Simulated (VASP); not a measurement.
Wanted: the native input for a VASP 6.6.1 run.

- Task: single point
- Functional: PBE
- Potentials or basis: VASP PAW PBE potentials, release 64 (Cu)
- Cutoff: 520 eV
- k mesh: 6 × 6 × 6
- Occupations: gaussian, width 0.1 eV
- Spin: no spin polarisation
- Dipole correction: no
- Further INCAR settings: ALGO = Normal; EDIFF = 1e-06; NBANDS = 24

The structure of Cu lies in POSCAR:

```
Cu
1.0
   -2.0450667402      2.0450667402      2.5774723848
    2.0450667402     -2.0450667402      2.5774723848
    2.0450667402      2.0450667402     -2.5774723848
Cu
3
Direct
    0.7500000000      0.2500000000      0.5000000000
    0.2500000000      0.7500000000      0.5000000000
    0.5000000000      0.5000000000      0.0000000000
```

The cell was built from a structure type or drawn by symmetry, and may not be a known phase.

One way to write it, as run:

INCAR

```
SYSTEM = Cu
ALGO = Normal
EDIFF = 1E-6
ENCUT = 520
GGA = PE
ISIF = 2
ISMEAR = 0
LASPH = .True.
LCHARG = .False.
LREAL = .False.
LWAVE = .False.
NBANDS = 24
NELM = 100
PREC = Accurate
SIGMA = 0.1
```

KPOINTS

```
k-points
0
Gamma
  6 6 6
  0 0 0
```

Potentials or basis: VASP PAW PBE potentials, release 64 (Cu).

Command:

```sh
$ cat potpaw_PBE.64/Cu/POTCAR > POTCAR
$ mpirun -np 1 vasp_std > vasp.out
```

It gave:

```
Pressure               : 0.5 GPa
Band gap on the k mesh : zero (an odd number of electrons rules out a gap without spin polarisation)
```

It took 16 s on 1 thread of Intel(R) Xeon(R) 6975P-C (Granite Rapids), on a shared host, peak memory 0.17 GiB.
